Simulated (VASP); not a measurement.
A run of VASP 6.6.1 is set up as follows.

File INCAR:

```
SYSTEM = SnCl
PREC = Accurate
ENCUT = 520
EDIFF = 1E-6
ISMEAR = 0
SIGMA = 0.1
LREAL = .FALSE.
LASPH = .TRUE.
NELM = 80
ALGO = Normal
ISIF = 2
LWAVE = .FALSE.
LCHARG = .FALSE.
GGA = PE
NBANDS = 18
```

KPOINTS

```
Automatic mesh
0
G
  6 6 4
  0 0 0
```

Contents of POSCAR:

```
SnCl
1.0
    3.3860661534      0.0000000000      0.0000000000
    0.0000000000      3.4990994552      0.0000000000
    0.0000000000      0.0000000000      4.7547147655
Sn Cl
1 1
Direct
    0.5000000000      0.5000000000      0.0000000000
    0.5000000000      0.0000000000      0.5000000000
```

Potentials or basis: VASP PAW PBE potentials, release 64 (Sn_d, Cl).

Command:

```sh
$ cat potpaw_PBE.64/Sn_d/POTCAR potpaw_PBE.64/Cl/POTCAR > POTCAR
$ mpirun -np 1 vasp_std > vasp.out
```

(1) What does it give for the pressure?

## Answers

(1) -0.2 GPa.

Caveat: an odd number of electrons without spin polarisation forces a metal; a magnetic or distorted state may lie lower.
